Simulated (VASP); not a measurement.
Wanted: the native input for a VASP 6.6.1 run.

* Task: single point
* Functional: LDA
* Potentials or basis: VASP PAW LDA potentials, release 64 (Ta_pv, N)
* Cutoff: 520 eV
* k mesh: 9 × 9 × 5
* Occupations: fermi-dirac, width 0.03 eV
* Spin: no spin polarisation
* Dipole correction: no
* Further INCAR settings: ALGO = Normal; EDIFF = 1e-06; NBANDS = 24

The structure of TaN lies in POSCAR:

```
TaN
1.0
    2.9890010687      0.0000000000      0.0000000000
   -1.4945005344      2.5885508575      0.0000000000
    0.0000000000      0.0000000000      4.9400000000
Ta N
2 2
Direct
    0.3333333333      0.6666666667      0.0000000000
    0.6666666667      0.3333333333      0.5000000000
    0.3333333333      0.6666666667      0.3850000000
    0.6666666667      0.3333333333      0.8850000000
```

This cell differs from its parent crystal: equal xx and yy strain of -2 %.

These files were run (other wordings do the same):

INCAR

```
SYSTEM = TaN
PREC = Accurate
ENCUT = 520
EDIFF = 1E-6
ISMEAR = -1
SIGMA = 0.03
LREAL = .FALSE.
LASPH = .TRUE.
NELM = 100
ALGO = Normal
ISIF = 2
LWAVE = .FALSE.
LCHARG = .FALSE.
GGA = CA
NBANDS = 24
```

KPOINTS

```
Automatic mesh
0
G
  9 9 5
  0 0 0
```

Potentials or basis: VASP PAW LDA potentials, release 64 (Ta_pv, N).

Command:

```console
$ cat potpaw_LDA.64/Ta_pv/POTCAR potpaw_LDA.64/N/POTCAR > POTCAR
$ mpirun -np 1 vasp_std > vasp.out
```

It gave:

* Pressure: 154.6 GPa
* Largest force: 3.508 eV/Å
* Band gap on the k mesh: zero (band 16 reaches 10.70 eV, above the bottom of band 17 at 8.34 eV)

Caveat: the cell differs from its parent crystal (equal xx and yy strain of -2 %); spin-orbit coupling is left out, which moves the levels of the heavy elements; forces of over 1 eV/Å act on the atoms, so gaps and moduli don't describe the material at rest.

Wall time 14 s on 1 thread of Intel(R) Xeon(R) Platinum 8559C (Emerald Rapids) (shared host), peak memory 0.15 GiB.
